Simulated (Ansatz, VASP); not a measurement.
## MgO in VASP and in Ansatz

```xyz
2
Lattice="0.0000 2.1022 2.1095 2.1022 0.0000 2.1095 2.1022 2.1022 0.0000" Properties=species:S:1:pos:R:3 pbc="T T T"
Mg    0.0000    0.0000    0.0000
O     2.1022    2.1022    2.1095
```

Change from the starting cell: uniaxial_z strain +0.3%.

Alike in both runs: task single point; functional HSE06; k mesh 8 × 8 × 8; no spin polarisation.

```csv
,VASP,Ansatz
version,VASP 6.6.1,Ansatz 0.2.0
potentials or method,"VASP PAW PBE potentials, release 64 (Mg, O)","plane waves, PAW"
plane-wave cutoff (eV),520,420
occupations,"gaussian, width 0.01 eV",fixed
valence electrons in the cell,8,16
```

```csv
,VASP,Ansatz,Ansatz less VASP
gap on the k mesh at the Fermi level (eV),6.45,6.50,+0.046
pressure (GPa),-1.2,-0.9,+0.31
"traceless stress, the component that is largest in VASP (GPa)",-0.47,-0.47,+0.007
```

VASP's potentials hold 8 valence electrons a cell and Ansatz's 16, so a difference there can come from the potentials and not from the codes. Ansatz's warnings: stress exchange threshold loose, stress scf threshold loose.
